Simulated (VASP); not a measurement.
Al: single point with PBE

The system is Al.

```
Al
1.0
     0.00000    1.99923    1.99923
     1.99923    0.00000    1.99923
     1.99923    1.99923    0.00000
Al
1
Direct
  0.00000 0.00000 0.00000
```

| Quantity | Value |
| --- | --- |
| Program | VASP 6.6.1 |
| Task | single point |
| Functional | PBE |
| Potentials or basis | VASP PAW PBE potentials, release 64 (Al) |
| Cutoff | 520 eV |
| k mesh | 17 × 17 × 17 |
| Occupations | fermi-dirac, width 0.05 eV |
| Spin | no spin polarisation |

```json
{"Pressure": "2.6 GPa"}
```

Levels at points of the mesh, in eV from the Fermi level:
```
           k point  band 1  band 2  band 3  band 4
(0.00, 0.00, 0.00)  -11.37   12.79   12.79   12.79
```

It took 12 s on 1 thread of Intel(R) Xeon(R) Platinum 8488C (Sapphire Rapids), with other jobs on the host, peak memory 0.14 GiB.
